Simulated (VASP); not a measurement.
A run of VASP 6.6.1:

INCAR

```
PREC     = Accurate       # precision mode
ENCUT    = 520            # plane-wave cutoff, eV
EDIFF    = 1E-6           # SCF threshold, eV
ISMEAR   = -1             # smearing method
SIGMA    = 0.08           # smearing width, eV
LREAL    = False          # projectors in reciprocal space
LASPH    = True           # aspherical terms in the spheres
NELM     = 80             # most SCF steps
ALGO     = Normal         # electronic algorithm
ISIF     = 2              # what is computed and relaxed
LWAVE    = False          # write WAVECAR
LCHARG   = False          # write CHGCAR
GGA      = PE             # functional
NBANDS   = 10             # bands
```

Contents of KPOINTS:

```
Automatic mesh
0
Gamma
  12 12 12
```

File POSCAR:

```
Rb
1.0
    0.0000000000      2.6789890589      2.6789890589
    2.6789890589      0.0000000000      2.6789890589
    2.6789890589      2.6789890589      0.0000000000
Rb
1
Direct
    0.0000000000      0.0000000000      0.0000000000
```

Potentials or basis: VASP PAW PBE potentials, release 64 (Rb_sv).

Launch:

```sh
$ cat potpaw_PBE.64/Rb_sv/POTCAR > POTCAR
$ mpirun -np 1 vasp_std > vasp.out
```

Hardware: 1 thread of Intel(R) Xeon(R) Platinum 8259CL CPU @ 2.50GHz (Skylake/Cascade Lake), with other jobs on the host.

Q: Estimate the wall time of this run.

A: Run time: 30 s on 1 thread of Intel(R) Xeon(R) Platinum 8259CL CPU @ 2.50GHz (Skylake/Cascade Lake), with other jobs on the host, peak memory 0.16 GiB. Counts: scf iterations 10, k points 72.
